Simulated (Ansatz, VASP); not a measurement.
# CdS: VASP beside Ansatz

```
Cd S
1.0
     0.00000    2.35835    2.35835
     2.35835    0.00000    2.35835
     2.35835    2.35835    0.00000
Cd S
1 1
Direct
  0.00000 0.00000 0.00000
  0.25000 0.25000 0.25000
```

Alike in both runs: task single point; functional LDA; k mesh 11 × 11 × 11; occupations fermi-dirac, width 0.08 eV; no spin polarisation.

|  | VASP | Ansatz |
| --- | --- | --- |
| version | VASP 6.6.1 | Ansatz 0.2.0 |
| potentials or method | VASP PAW LDA potentials, release 64 (Cd, S) | PAW with other files of Ansatz's library (level accurate), scalar-relativistic |
| plane-wave cutoff (eV) | 520 | 620 |
| valence electrons in the cell | 18 | 26 |

Ansatz gave:

| Property | Result |
| --- | --- |
| pressure (GPa) | 158.8 |

Question: Which values does VASP return?

Answer: Pressure (GPa): 164.7.

LDA's correlation is that of Perdew and Zunger in VASP and of Perdew and Wang (1992) in Ansatz. Both programs put the cell under a high pressure, so it lies far from rest at this level. VASP's potentials hold 18 valence electrons a cell and Ansatz's 26, so a difference there can come from the potentials and not from the codes.

Noted on VASP's run: the cell as given lies far from equilibrium.
